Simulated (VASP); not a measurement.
Here is a VASP 6.6.1 calculation.

INCAR

```
PREC = Accurate
ENCUT = 520
EDIFF = 1E-6
ISMEAR = 0
SIGMA = 0.05
LREAL = F
LASPH = T
NELM = 80
ALGO = Normal
ISIF = 2
LWAVE = F
LCHARG = F
GGA = PS
NBANDS = 20
```

Contents of KPOINTS:

```
regular mesh
0
Gamma
  12 12 6
```

File POSCAR:

```
SnSe2
1.0
    3.7043558560      0.0000000000      0.0000000000
   -1.8521779280      3.3072848206      0.0000000000
    0.0000000000      0.0000000000      6.1455711062
Sn Se
1 2
Direct
    0.0000000000      0.0000000000      0.0000000000
    0.3333333333      0.6666666667      0.2580716066
    0.6666666667      0.3333333333      0.7419283934
```

Potentials or basis: VASP PAW PBE potentials, release 64 (Sn_d, Se).

The run is started by

```console
$ cat potpaw_PBE.64/Sn_d/POTCAR potpaw_PBE.64/Se/POTCAR > POTCAR
$ mpirun -np 1 vasp_std > vasp.out
```

**Question.** What does it give for the largest force?

**Answer.** 0.206 eV/Å.

**Question.** What does it give for the pressure?

**Answer.** 2.4 GPa.

Stress tensor (GPa, compression positive):
```
 4.05  0.00  0.00
 0.00  1.38 -0.28
 0.00 -0.28  1.70
```

Caveat: the cell differs from its parent crystal (strain -0.0300 x Voigt [1, 0, 0, 0, 0, 0]); the PAW data sets were made with another functional, which shifts forces and pressure a little; this functional lacks dispersion, which binds the layers, so the pressure and a relaxed spacing across them are unreliable.
